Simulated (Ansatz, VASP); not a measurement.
Eu in VASP and in Ansatz

Contents of INCAR:

```
SYSTEM = Eu
ALGO = Normal ; EDIFF = 1E-7
ENCUT = 520 ; GGA = PE
ISIF = 2 ; ISMEAR = -1
ISPIN = 2 ; LASPH = .True.
LCHARG = .False. ; LMAXMIX = 6
LORBIT = 11 ; LREAL = .False.
LWAVE = .False. ; MAGMOM = 7
NBANDS = 18 ; NELM = 150
PREC = Accurate ; SIGMA = 0.05
```

The input KPOINTS:

```
k-points
0
Gamma
  8 8 8
  0 0 0
```

File POSCAR:

```
Eu
1.0
   -2.2875431584      2.2875431584      2.2875431584
    2.2875431584     -2.2875431584      2.2875431584
    2.2875431584      2.2875431584     -2.2875431584
Eu
1
Direct
    0.0000000000      0.0000000000      0.0000000000
```

input.yaml

```yaml
crystal:
  lattice:
    - [-2.2875431584, 2.2875431584, 2.2875431584]
    - [2.2875431584, -2.2875431584, 2.2875431584]
    - [2.2875431584, 2.2875431584, -2.2875431584]
  atoms:
    - { symbol: Eu, position: [0.0, 0.0, 0.0], spin: 7.0 }
kpoints:
  mp_grid: { grid: [8, 8, 8] }
scf:
  occupations: { method: fermi_dirac, width: 0.05 }
hamiltonian:
  xc: pbe
  pseudopotentials: { kind: all_electron, lapw: { basis_error: 0.0005 } }
magnetization:
  spin_polarized: true
output:
  forces: true
  stress: true
  eigenvalues: true
```

Change from the starting cell: volume scaled by 0.98.

Alike in both runs: task single point; functional PBE; k mesh 8 × 8 × 8; occupations fermi-dirac, width 0.05 eV; collinear spin.

|  | VASP | Ansatz |
| --- | --- | --- |
| version | VASP 6.6.1 | Ansatz 0.2.0 |
| potentials or method | VASP PAW PBE potentials, release 64 (Eu), cutoff 520 eV | all-electron LAPW, scalar-relativistic |

Ansatz gave:

```
gap on the k mesh at the Fermi level (eV)                     : none
pressure (GPa)                                                : -1.4
net moment per atom (μB)                                      : 7.34
size of the moment on the site where the two differ most (μB) : 7.17
```

Q: What did VASP give for the same quantities?

A: gap on the k mesh at the Fermi level (eV): none; pressure (GPa): -1.7; net moment per atom (μB): 7.35; size of the moment on the site where the two differ most (μB): 6.70.

Site moments also hang on the region over which each program counts them. A gap of «none» marks a metal or a gap that the smearing closes. Ansatz ran all-electron here, and VASP with PAW potentials.

Spin-orbit coupling is off throughout. Noted on Ansatz's run: the open f shell may have settled in a state that isn't the lowest.
